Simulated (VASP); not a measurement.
The system is Sn.

```
Sn
1.0
     7.18805    0.00000    0.00000
    -3.59403    6.22504    0.00000
     0.00000    0.00000    4.23911
Sn
6
Direct
  0.62265 0.62265 0.16667
  0.37735 0.00000 0.50000
  0.00000 0.37735 0.83333
  0.00000 0.62265 0.33333
  0.37735 0.37735 0.66667
  0.62265 0.00000 0.00000
```

The cell was built from a structure type or drawn by symmetry, and may not be a known phase.

| Quantity | Value |
| --- | --- |
| Program | VASP 6.6.1 |
| Task | relaxation of cell and atoms |
| Functional | PBE |
| Potentials or basis | VASP PAW PBE potentials, release 64 (Sn_d) |
| Cutoff | 600 eV |
| k mesh | 3 × 3 × 4 |
| Occupations | gaussian, width 0.1 eV |
| Spin | no spin polarisation |

At the start: pressure 6.4 GPa; volume 31.61 Å³/atom.

Problem. Where does the relaxation end?

Solution. Over 10 steps the energy falls by 92.8 meV/atom and the volume is 36.05 Å³/atom (+14.0 %); space group P6_122 (No. 178, to 0.1 Å) before and after.

Step by step:
```
step  energy change (eV)  largest force (eV/Å)  pressure (GPa)  volume (Å³)
   1              0.0000                0.3044            6.41       189.68
   2             -0.4479                0.3654           -1.57       226.42
   3             -0.5092                0.2475            0.01       215.41
   4             -0.5091                0.2552           -0.09       215.94
   5             -0.5305                0.1817           -0.10       216.24
   6             -0.5548                0.0647           -0.10       216.85
   7             -0.5560                0.0169           -0.11       217.03
   8             -0.5561                0.0306           -0.12       216.99
   9             -0.5563                0.0149            0.12       215.79
  10             -0.5565                0.0073            0.00       216.30
```

Final structure:
```xyz
6
Lattice="7.3461 0.0000 0.0000 -3.6731 6.3619 0.0000 0.0000 0.0000 4.6281" Properties=species:S:1:pos:R:3 pbc="T T T"
Sn    2.2708    3.9331    0.7714
Sn   -0.8685    6.3619    2.3141
Sn   -1.4023    2.4289    3.8568
Sn    5.0754    3.9331    1.5427
Sn    1.4023    2.4289    3.0854
Sn    4.5415    0.0000    0.0000
```

Caveat: the k points lie up to 0.34 Å⁻¹ apart in the final cell.
